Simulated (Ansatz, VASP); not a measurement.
One calculation of ZrC, two programs

The input INCAR:

```
PREC = Accurate ; ENCUT = 520
EDIFF = 1E-6 ; ISMEAR = -1
SIGMA = 0.15 ; LREAL = False
LASPH = True ; NELM = 80
ALGO = Normal ; ISIF = 2
LWAVE = False ; LCHARG = True
GGA = B5 ; ALDAX = 1.0
AGGAX = 1.0 ; AGGAC = 1.0
ALDAC = 0.0 ; IVDW = 13
VDW_S6 = 1.0 ; VDW_S8 = 2.34076671
VDW_A1 = 0.44488865 ; VDW_A2 = 4.0933009
LELF = True ; LVHAR = True
NBANDS = 15
```

The input KPOINTS:

```
Automatic mesh
0
Gamma
  10 10 10
```

The input POSCAR:

```
ZrC
1.0
    0.0000000000      2.3650000000      2.3650000000
    2.3650000000      0.0000000000      2.3650000000
    2.3650000000      2.3650000000      0.0000000000
Zr C
1 1
Direct
    0.5000000000      0.5000000000      0.5000000000
    0.0000000000      0.0000000000      0.0000000000
```

input.yaml

```yaml
crystal:
  lattice:
    - [0.0, 2.365, 2.365]
    - [2.365, 0.0, 2.365]
    - [2.365, 2.365, 0.0]
  atoms:
    - { symbol: Zr, position: [0.5, 0.5, 0.5] }
    - { symbol: C, position: [0.0, 0.0, 0.0] }
hamiltonian:
  xc: blyp
  pseudopotentials: { kind: nc, source: spms }
  dispersion: d4
kpoints:
  mp_grid: { grid: [10, 10, 10] }
scf:
  occupations: { method: fermi_dirac, width: 0.15 }
output:
  forces: true
  stress: true
  eigenvalues: true
```

Alike in both runs: task single point; functional BLYP; dispersion D4; k mesh 10 × 10 × 10; occupations fermi-dirac, width 0.15 eV; no spin polarisation.

|  | VASP | Ansatz |
| --- | --- | --- |
| version | VASP 6.6.1 | Ansatz 0.2.0 |
| potentials or method | VASP PAW PBE potentials, release 64 (Zr_sv, C) | SPMS NC |
| plane-wave cutoff (eV) | 520 | 1034 |
| valence electrons in the cell | 16 | 16 |

|  | VASP | Ansatz | Ansatz less VASP |
| --- | --- | --- | --- |
| gap on the k mesh at the Fermi level (eV) | none | none | - |
| pressure (GPa) | -1.5 | -0.7 | +0.80 |

VASP's potentials were made for PBE, not for BLYP. A gap of «none» marks a metal or a gap that the smearing closes.

Noted on Ansatz's run: the potentials were made for another functional, which shifts forces and pressure.
